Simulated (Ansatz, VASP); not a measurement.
C in VASP and in Ansatz

```
CELL_PARAMETERS angstrom
0.00000 1.72990 1.78340
1.72990 0.00000 1.78340
1.72990 1.72990 0.00000
ATOMIC_POSITIONS crystal
C 0.50000 0.50000 0.50000
C 0.75000 0.75000 0.75000
```

Change from the starting cell: equal xx and yy strain of -3 %.

Alike in both runs: task single point; functional LDA; k mesh 20 × 20 × 20; occupations fermi-dirac, width 0.08 eV; no spin polarisation.

```csv
,VASP,Ansatz
version,VASP 6.6.1,Ansatz 0.2.0
potentials or method,"VASP PAW LDA potentials, release 64 (C), cutoff 520 eV","all-electron LAPW, scalar-relativistic"
```

Ansatz gave:

- gap on the k mesh at the Fermi level (eV): 3.86
- pressure (GPa): 15.6
- traceless stress, the component that is largest in VASP (GPa): -20.70

Question: Estimate VASP's values.

Answer: gap on the k mesh at the Fermi level (eV): 3.85; pressure (GPa): 17.3; traceless stress, the component that is largest in VASP (GPa): -20.65.

LDA's correlation is that of Perdew and Zunger in VASP and of Perdew and Wang (1992) in Ansatz. Ansatz ran all-electron here, and VASP with PAW potentials.
